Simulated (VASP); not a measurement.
Write the native input for VASP 6.6.1 that does the following.

| Quantity | Value |
| --- | --- |
| Task | single point |
| Functional | PBE |
| Potentials or basis | VASP PAW PBE potentials, release 64 (Fe) |
| Cutoff | 520 eV |
| k mesh | 17 × 17 × 10 |
| Occupations | fermi-dirac, width 0.08 eV |
| Spin | no spin polarisation |
| Dipole correction | no |
| Further INCAR settings | ALGO = Normal; EDIFF = 1e-07; NBANDS = 15 |

The structure of Fe lies in POSCAR:

```
Fe
1.0
    2.4584991612      0.0000000000      0.0000000000
   -1.2292495806      2.1291227288      0.0000000000
    0.0000000000      0.0000000000      3.8419344700
Fe
2
Direct
    0.3333333333      0.6666666667      0.2500000000
    0.6666666667      0.3333333333      0.7500000000
```

This cell differs from its parent crystal: equal xx and yy strain of +1 %.

One way to write it, as run:

INCAR

```
SYSTEM = Fe
PREC = Accurate
ENCUT = 520
EDIFF = 1E-7
ISMEAR = -1
SIGMA = 0.08
LREAL = .FALSE.
LASPH = .TRUE.
NELM = 60
ALGO = Normal
ISIF = 2
LWAVE = .FALSE.
LCHARG = .TRUE.
GGA = PE
LELF = .TRUE.
LVHAR = .TRUE.
NBANDS = 15
```

KPOINTS

```
regular mesh
0
G
  17 17 10
  0 0 0
```

Potentials or basis: VASP PAW PBE potentials, release 64 (Fe).

Launch:

```sh
$ cat potpaw_PBE.64/Fe/POTCAR > POTCAR
$ mpirun -np 1 vasp_std > vasp.out
```

It gave:

```json
{
 "Pressure": "3.9 GPa",
 "Band gap on the k mesh": "zero (band 8 reaches 7.88 eV, above the bottom of band 9 at 6.06 eV)"
}
```

Caveat: the cell differs from its parent crystal (equal xx and yy strain of +1 %); the run has no spin polarisation, though such a crystal can be magnetic.

It took 44 s on 1 thread of Intel(R) Xeon(R) Platinum 8488C (Sapphire Rapids) (shared host), peak memory 0.16 GiB.
